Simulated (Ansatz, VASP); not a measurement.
**FeNi3 in VASP and in Ansatz**

```
Fe Ni
1.0
     3.49065    0.00000    0.00000
     0.00000    3.49065    0.00000
     0.00000    0.00000    3.49065
Fe Ni
1 3
Direct
  0.00000 0.00000 0.00000
  0.00000 0.50000 0.50000
  0.50000 0.00000 0.50000
  0.50000 0.50000 0.00000
```

Alike in both runs: functional PBEsol; k mesh 6 × 6 × 6; collinear spin.

Ansatz relaxed the structure, and its values are those at the end. VASP's run is a single point on that final structure, the one shown.

|  | VASP | Ansatz |
| --- | --- | --- |
| version | VASP 6.6.1 | Ansatz 0.2.0 |
| potentials or method | VASP PAW PBE potentials, release 64 (Fe, Ni), cutoff 520 eV | plane waves, PAW |
| occupations | fermi-dirac, width 0.1 eV | fermi-dirac |
| valence electrons in the cell | 38 | 70 |

```tsv
	VASP	Ansatz	Ansatz less VASP
pressure (GPa)	0.0	0.0	+0.03
net moment per atom (μB)	1.20	1.21	+0.008
size of the moment on the site where the two differ most (μB)	0.65	0.71	+0.054
```

VASP's potentials were made for PBE, not for PBEsol. Site moments also hang on the region over which each program counts them. VASP's potentials hold 38 valence electrons a cell and Ansatz's 70, so a difference there can come from the potentials and not from the codes.
